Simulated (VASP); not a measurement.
# MgB12: single point with PBE

The system is MgB12.

```
CELL_PARAMETERS angstrom
0.00000 3.78880 3.78880
3.78880 0.00000 3.78880
3.78880 3.78880 0.00000
ATOMIC_POSITIONS crystal
Mg 0.00000 0.00000 0.00000
B 0.62401 0.12797 0.62401
B 0.62401 0.62401 0.62401
B 0.12797 0.62401 0.62401
B 0.62401 0.62401 0.12797
B 0.07940 0.42060 0.42060
B 0.42060 0.07940 0.07940
B 0.42060 0.42060 0.07940
B 0.07940 0.07940 0.42060
B 0.07940 0.42060 0.07940
B 0.42060 0.07940 0.42060
B 0.75000 0.75000 0.75000
B 0.50000 0.50000 0.50000
```

- Program: VASP 6.6.1
- Task: single point
- Functional: PBE
- Potentials or basis: VASP PAW PBE potentials, release 64 (Mg, B)
- Cutoff: 520 eV
- k mesh: 8 × 8 × 8
- Occupations: gaussian, width 0.1 eV
- Spin: no spin polarisation
- Dipole correction: no
- Further INCAR settings: ALGO = Normal; EDIFF = 1e-06; NBANDS = 31

```yaml
Pressure: 0.0 GPa
Largest_force: 0.010 eV/Å
Band_gap_on_the_k_mesh: zero (band 19 reaches 7.37 eV, above the bottom of band 20 at 5.57 eV)
```

Forces on the atoms (eV/Å):
```
Mg   0.000  0.000  0.000
B    0.002 -0.002  0.002
B   -0.002 -0.002 -0.002
B   -0.002  0.002  0.002
B    0.002  0.002 -0.002
B    0.010  0.000  0.000
B   -0.010  0.000  0.000
B    0.000  0.000  0.010
B    0.000  0.000 -0.010
B    0.000 -0.010  0.000
B    0.000  0.010  0.000
B    0.000  0.000  0.000
B    0.000  0.000  0.000
```

Levels at points of the mesh, in eV from the Fermi level:
```csv
k point,band 15,band 16,band 17,band 18,band 19,band 20,band 21,band 22,band 23,band 24
"(0.00, 0.00, 0.00)",-2.31,-0.71,-0.71,-0.71,1.48,1.48,1.48,2.37,2.37,2.37
"(0.50, 0.00, 0.00)",-2.84,-2.29,-2.29,-1.23,-0.33,-0.33,1.86,2.06,2.34,2.58
"(0.50, 0.50, 0.00)",-3.38,-2.31,-2.31,-1.51,0.27,0.27,0.97,1.33,2.00,2.00
```

It took 76 s on 1 thread of AMD EPYC 9R45 96-Core Processor (Zen 5) (shared host), peak memory 0.24 GiB.
